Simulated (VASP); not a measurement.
# C: single point with r2SCAN

Crystal: C.

```
C
1.0
     2.56889    0.00000    0.00000
    -1.28444    2.22472    0.00000
     0.00000    0.00000    4.23139
C
4
Direct
  0.33333 0.66667 0.99959
  0.66667 0.33333 0.49959
  0.33333 0.66667 0.37441
  0.66667 0.33333 0.87441
```

This cell differs from its parent crystal: strained cell.

| Item | Value |
| --- | --- |
| Program | VASP 6.6.1 |
| Task | single point |
| Functional | r2SCAN |
| Potentials or basis | VASP PAW PBE potentials, release 64 (C) |
| Cutoff | 520 eV |
| k mesh | 9 × 9 × 6 |
| Occupations | gaussian, width 0.02 eV |
| Spin | no spin polarisation |
| Dipole correction | no |
| Further INCAR settings | ALGO = Normal; EDIFF = 1e-06; NBANDS = 16 |

The pressure is -25.6 GPa. The largest force is 0.005 eV/Å and the band gap on the k mesh is 3.79 eV, indirect (least direct gap 4.96 eV).

Forces on the atoms (eV/Å):
```
C    0.000  0.000  0.005
C    0.000  0.000  0.005
C    0.000  0.000 -0.005
C    0.000  0.000 -0.005
```

Stress tensor (GPa, compression positive):
```
-29.73   0.00   0.00
  0.00 -29.73   0.00
  0.00   0.00 -17.40
```

Levels at points of the mesh, in eV from the valence-band top:
| k point | band 6 | band 7 | band 8 | band 9 | band 10 | band 11 |
| --- | --- | --- | --- | --- | --- | --- |
| (0.00, 0.00, 0.00) | -0.44 | 0.00 | 0.00 | 4.96 | 4.96 | 5.69 |
| (0.00, 0.00, 0.50) | -1.91 | -1.91 | -1.91 | 7.30 | 7.30 | 7.30 |

It took 36 s on 1 thread of AMD EPYC 9R45 96-Core Processor (Zen 5) (shared host), peak memory 0.1 GiB.

Caveat: the cell differs from its parent crystal (strained cell); the PAW data sets were made with another functional, which shifts forces and pressure a little. A k mesh can miss the band edges.
